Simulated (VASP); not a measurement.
Input of a VASP 6.6.1 run:

File INCAR:

```
ALGO = Normal
EDIFF = 1E-7
EDIFFG = -0.03
ENCUT = 600
IBRION = 2
ISIF = 8
ISMEAR = 1
LASPH = T
LCHARG = F
LREAL = F
LWAVE = F
NELM = 60
NSW = 80
PREC = Accurate
SIGMA = 0.1
```

The input KPOINTS:

```
k-points
0
Gamma
  8 8 5
```

Contents of POSCAR:

```
Hf
1.0
    3.1967000000      0.0000000000      0.0000000000
   -1.5983500000      2.7684200000      0.0000000000
    0.0000000000      0.0000000000      5.0578000000
Hf
2
Direct
    0.3333333333      0.6666666667      0.2500000000
    0.6666666667      0.3333333333      0.7500000000
```

Potentials or basis: VASP PAW LDA potentials, release 64 (Hf_pv).

Launch:

```console
$ cat potpaw_LDA.64/Hf_pv/POTCAR > POTCAR
$ mpirun -np 1 vasp_std > vasp.out
```

Task: Estimate the relaxed volume.

Result: 20.91 Å³/atom.

Task: Predict the relaxed cell.

Result: a = 3.125 Å, b = 3.125 Å, c = 4.945 Å, α = 90.00°, β = 90.00°, γ = 120.00°.

Stress tensor (GPa, compression positive):
```
-0.38  0.00  0.00
 0.00 -0.38  0.00
 0.00  0.00  0.41
```

 LDA usually gives volumes a few per cent too small.
